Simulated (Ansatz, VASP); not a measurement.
Au: VASP beside Ansatz

```
Au
1.0
     0.00000    2.02134    2.02134
     2.02134    0.00000    2.02134
     2.02134    2.02134    0.00000
Au
1
Direct
  0.00000 0.00000 0.00000
```

Alike in both runs: task single point; functional revPBE; dispersion D3(BJ); k mesh 11 × 11 × 11; occupations fermi-dirac, width 0.05 eV; no spin polarisation.

|  | VASP | Ansatz |
| --- | --- | --- |
| version | VASP 6.6.1 | Ansatz 0.2.0 |
| potentials or method | VASP PAW PBE potentials, release 64 (Au) | Ansatz PAW |
| plane-wave cutoff (eV) | 520 | 420 |
| valence electrons in the cell | 11 | 19 |

Ansatz gave:

| Item | Value |
| --- | --- |
| gap on the k mesh at the Fermi level (eV) | none |
| pressure (GPa) | 4.8 |

Q: What did VASP give for the same quantities?

A: gap on the k mesh at the Fermi level (eV): none; pressure (GPa): 4.5.

VASP's potentials were made for PBE, not for revPBE. A gap of «none» marks a metal or a gap that the smearing closes. VASP's potentials hold 11 valence electrons a cell and Ansatz's 19, so a difference there can come from the potentials and not from the codes.

Spin-orbit coupling is off throughout.
